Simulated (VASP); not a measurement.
# Mn (Fd-3m) in VASP: further runs

The runs below take Mn through single point, with LDA.

Program: VASP 6.6.1. These are calculated values, not measurements. Logs are shortened: lines on timing, memory, paths and dates and some standing lists are left out, and cuts for length are marked.

## (1) The cell of the first run

It takes space group Fd-3m (No. 227, cubic). Conventional cell: a = 4.303 Å, b = 4.303 Å, c = 4.303 Å, α = 90.00°, β = 90.00°, γ = 90.00°. Mn (site symmetry -43m) has 4 Mn at 1.86 Å within 2.5 Å.

## (2) Single point, LDA, collinear spin, ferromagnetic start

Input file INCAR:

```
  ALGO = Normal
  EDIFF = 1E-6
  ENCUT = 520
  ISIF = 2
  ISMEAR = -1
  ISPIN = 2
  LASPH = True
  LCHARG = False
  LMAXMIX = 4
  LORBIT = 11
  LREAL = False
  LWAVE = False
  MAGMOM = 3 3
  NBANDS = 24
  NELM = 150
  PREC = Accurate
  SIGMA = 0.05
```

Input file KPOINTS:

```
k-points
0
Gamma
  15 15 15
```

Input file POSCAR:

```
Mn
1.0
    0.0000000000      2.1512910157      2.1512910157
    2.1512910157      0.0000000000      2.1512910157
    2.1512910157      2.1512910157      0.0000000000
Mn
2
Direct
   -0.1250000000     -0.1250000000     -0.1250000000
    0.1250000000      0.1250000000      0.1250000000
```

Potentials or basis: VASP PAW LDA potentials, release 64 (Mn_pv).

Run with:

```bash
cat potpaw_LDA.64/Mn_pv/POTCAR > POTCAR
mpirun -np 1 vasp_std > vasp.out
```

OUTCAR:

```text
EDIFF = 1E-6
   ENCUT = 520
   ISIF = 2
   ISMEAR = -1
   ISPIN = 2
   LASPH = True
   LORBIT = 11
   LREAL = False
   NELM = 150
   PREC = Accurate

 ion  position               nearest neighbor table
   1  0.875  0.875  0.875-   2 1.86   2 1.86   2 1.86   2 1.86
   2  0.125  0.125  0.125-   1 1.86   1 1.86   1 1.86   1 1.86

  LATTYP: Found a face centered cubic cell.
 ALAT       =     4.3025820314

  Lattice vectors:

 A1 = (   0.0000000000,   2.1512910157,   2.1512910157)
 A2 = (   2.1512910157,   0.0000000000,   2.1512910157)
 A3 = (   2.1512910157,   2.1512910157,   0.0000000000)

Analysis of symmetry for initial positions (statically):
=====================================================================
 Subroutine PRICEL returns:
 Original cell was already a primitive cell.

 Routine SETGRP: Setting up the symmetry group for a
 face centered cubic supercell.

 Subroutine GETGRP returns: Found 48 space group operations
 (whereof 12 operations were pure point group operations)
 out of a pool of 48 trial point group operations.

The static configuration has the point symmetry D_3d.
 The point group associated with its full space group is O_h .

Analysis of symmetry for dynamics (positions and initial velocities):
=====================================================================
 Subroutine PRICEL returns:
 Original cell was already a primitive cell.

 Routine SETGRP: Setting up the symmetry group for a
 face centered cubic supercell.

 Subroutine GETGRP returns: Found 48 space group operations
 (whereof 12 operations were pure point group operations)
 out of a pool of 48 trial point group operations.

The dynamic configuration has the point symmetry D_3d.
 The point group associated with its full space group is O_h .

Analysis of structural, dynamic, and magnetic symmetry:
=====================================================================
 Subroutine PRICEL returns:
 Original cell was already a primitive cell.

 Routine SETGRP: Setting up the symmetry group for a
 face centered cubic supercell.

 Subroutine GETGRP returns: Found 48 space group operations
 (whereof 12 operations were pure point group operations)
 out of a pool of 48 trial point group operations.

The overall configuration has the point symmetry D_3d.
 The point group associated with its full space group is O_h .
[... 111 lines left out ...]
   NUPDOWN=      -1.0000    fix difference up-down
   EMIN   =  10.00;   EMAX   =-10.00  energy-range for DOS
   EFERMI =   0.00;   METHOD = LEGACY
   ISMEAR =    -1;   SIGMA  =   0.05  broadening in eV -4-tet -1-fermi 0-gaus
   EFERMI_NEDOS =   21; number of points for ismear=-14 and -15
   IALGO  =     38    algorithm
   IMIX   =      4    mixing-type and parameters
     AMIX     =   0.40;   BMIX     =  1.00
     AMIX_MAG =   1.60;   BMIX_MAG =  1.00
  volume/ion in A,a.u.               =       9.96        67.19
  Fermi-wavevector in a.u.,A,eV,Ry     =   1.789329  3.381341 43.561733  3.201697
  Thomas-Fermi vector in A             =   2.852325
   LORBIT       =     11    0 simple, 1 ext, 2 COOP (PROOUT), +10 PAW based schemes
   GGA     = CA    functional components
   LHFCALC =     F    Hartree Fock is set to
   AEXX    =    0.0000 exact exchange contribution
   IVDW    =     0    specifies the selected vdW correction
   LEPSILON=     F    determine dielectric tensor
   LRPA    =     F    only Hartree local field effects (RPA)
 spin polarized calculation
  energy-cutoff  :      520.00
  volume of cell :       19.91
 maximum number of plane-waves:       548
   NGX = 11   NGY = 11   NGZ = 11

 number of electron      26.0000008 magnetization      -0.0004562

 number of electron      26.0000008 magnetization       0.0002731

 Free energy of the ion-electron system (eV)
  ---------------------------------------------------
  ext. energy  EPLUGINS =         0.00000000
  ---------------------------------------------------
  free energy    TOTEN  =       -14.70959406 eV

  energy without entropy =      -14.69107847  energy(sigma->0) =      -14.70033626

 E-fermi :  11.5464     XC(G=0): -14.4201

 val. band max:       11.5439133374   @ k =  -0.3333   0.4000   0.1333
 cond. band min:      11.5469499720   @ k =  -0.4667   0.1333   0.0000
 fundamental gap:      0.0030366346
 Fermi energy:        11.5464047931

 spin component 1

 k-point     1 :       0.0000    0.0000    0.0000
  band No.  band energies     occupation
      1     -37.0354      1.00000
      2     -37.0354      1.00000
      3     -37.0354      1.00000
      4     -34.9867      1.00000
      5     -34.9867      1.00000
      6     -34.9867      1.00000
[... 637 lines left out ...]
     23      32.8843      0.00000
     24      33.5305      0.00000

 [... further k-points ...]

 spin component 2

 k-point     1 :       0.0000    0.0000    0.0000
  band No.  band energies     occupation
      1     -37.0352      1.00000
      2     -37.0352      1.00000
      3     -37.0352      1.00000
      4     -34.9866      1.00000
      5     -34.9866      1.00000
      6     -34.9866      1.00000
[... 637 lines left out ...]
     23      32.8843      0.00000
     24      33.5305      0.00000

 [... further k-points ...]
[... 5 lines left out ...]
  --------------------------------------------------------------------------------------
  -------------------------------------------------------------------------------------
  Total       17.3490831     17.3490831     17.3490831      0.0000000     -0.0000000      0.0000000
  in kB     1395.9170881   1395.9170881   1395.9170881      0.0000000     -0.0000000      0.0000000
  external PRESSURE =    1395.9170881 kB  Pullay stress =       0.0000000 kB

 VOLUME and BASIS-vectors are now :
 -----------------------------------------------------------------------------
  energy-cutoff  :      520.00
  volume of cell :       19.91
      direct lattice vectors                 reciprocal lattice vectors
     0.000000000  2.151291016  2.151291016    -0.232418579  0.232418579  0.232418579
     2.151291016  0.000000000  2.151291016     0.232418579 -0.232418579  0.232418579
     2.151291016  2.151291016  0.000000000     0.232418579  0.232418579 -0.232418579

 POSITION                                       TOTAL-FORCE (eV/Angst)
 -----------------------------------------------------------------------------------
      3.76476      3.76476      3.76476         0.000000      0.000000      0.000000
      0.53782      0.53782      0.53782        -0.000000     -0.000000     -0.000000
 -----------------------------------------------------------------------------------
    total drift:                                0.000000      0.000000      0.000000

  FREE ENERGIE OF THE ION-ELECTRON SYSTEM (eV)
  ---------------------------------------------------
  free  energy   TOTEN  =       -14.7095940558 eV

  energy  without entropy=      -14.6910784660  energy(sigma->0) =      -14.70033626

 total charge

# of ion       s       p       d       tot
------------------------------------------
    1        0.604   6.441   5.940  12.985
    2        0.604   6.441   5.940  12.985
--------------------------------------------------
tot          1.208  12.882  11.880  25.970

 magnetization (x)

# of ion       s       p       d       tot
------------------------------------------
    1        0.000   0.000   0.000   0.000
    2        0.000   0.000   0.000   0.000
--------------------------------------------------
tot          0.000   0.000   0.000   0.000
```

It took 1.8 min on 1 thread of Intel Xeon 8259CL, shared host; peak memory 0.19 GiB.

What came out:

```
Free energy                                           : -14.7096 eV
Pressure                                              : 139.6 GPa
Band gap on the k mesh                                : zero (filled and empty bands overlap)
Net moment                                            : 0.00 μB per cell
Valence electrons inside the program's atomic spheres : Mn 12.98
```

Levels at points of the mesh, in eV from the Fermi level:
Spin up:
| k point | band 11 | band 12 | band 13 | band 14 | band 15 | band 16 |
| --- | --- | --- | --- | --- | --- | --- |
| (0.00, 0.00, 0.00) | -2.77 | -2.77 | 0.48 | 0.48 | 0.48 | 3.64 |
Spin down:
```csv
k point,band 10,band 11,band 12,band 13,band 14,band 15,band 16,band 17
"(0.00, 0.00, 0.00)",-2.77,-2.77,-2.77,0.48,0.48,0.48,3.64,3.64
```

Caveat: the starting moments collapsed, and a magnetic state may lie lower.

## (3) Single point, LDA, collinear spin, ferromagnetic start

Input file INCAR:

```
PREC = Accurate
ENCUT = 520
EDIFF = 1E-7
ISMEAR = -1
SIGMA = 0.05
LREAL = False
LASPH = True
NELM = 150
ALGO = Normal
ISIF = 2
LWAVE = False
LCHARG = False
ISPIN = 2
MAGMOM = 3 3
LORBIT = 11
LMAXMIX = 4
NBANDS = 24
```

Input file KPOINTS:

```
regular mesh
0
Gamma
  15 15 15
```

Input file POSCAR:

```
Mn
1.0
    0.0000000000      2.1524740330      2.1524740330
    2.1524740330      0.0000000000      2.1524740330
    2.1524740330      2.1524740330      0.0000000000
Mn
2
Direct
   -0.1250000000     -0.1250000000     -0.1250000000
    0.1250000000      0.1250000000      0.1250000000
```

Potentials or basis: VASP PAW LDA potentials, release 64 (Mn_pv).

Run with:

```bash
cat potpaw_LDA.64/Mn_pv/POTCAR > POTCAR
mpirun -np 1 vasp_std > vasp.out
```

Wall time 99 s (1 thread of Intel Xeon 8259CL, shared host); peak memory 0.19 GiB.

It converged, with:

- Free energy: -14.7381 eV
- Pressure: 138.4 GPa
- Band gap on the k mesh: zero (filled and empty bands overlap)
- Net moment: 0.00 μB per cell
- Valence electrons inside the program's atomic spheres: Mn 12.98

Levels at points of the mesh, in eV from the Fermi level:
Spin up:
| k point | band 10 | band 11 | band 12 | band 13 | band 14 | band 15 | band 16 | band 17 |
| --- | --- | --- | --- | --- | --- | --- | --- | --- |
| (0.00, 0.00, 0.00) | -2.76 | -2.76 | -2.76 | 0.48 | 0.48 | 0.48 | 3.64 | 3.64 |
Spin down:
| k point | band 9 | band 10 | band 11 | band 12 | band 13 | band 14 | band 15 | band 16 | band 17 | band 18 |
| --- | --- | --- | --- | --- | --- | --- | --- | --- | --- | --- |
| (0.00, 0.00, 0.00) | -4.18 | -2.76 | -2.76 | -2.76 | 0.48 | 0.48 | 0.48 | 3.64 | 3.64 | 17.73 |

Caveat: the starting moments collapsed, and a magnetic state may lie lower.
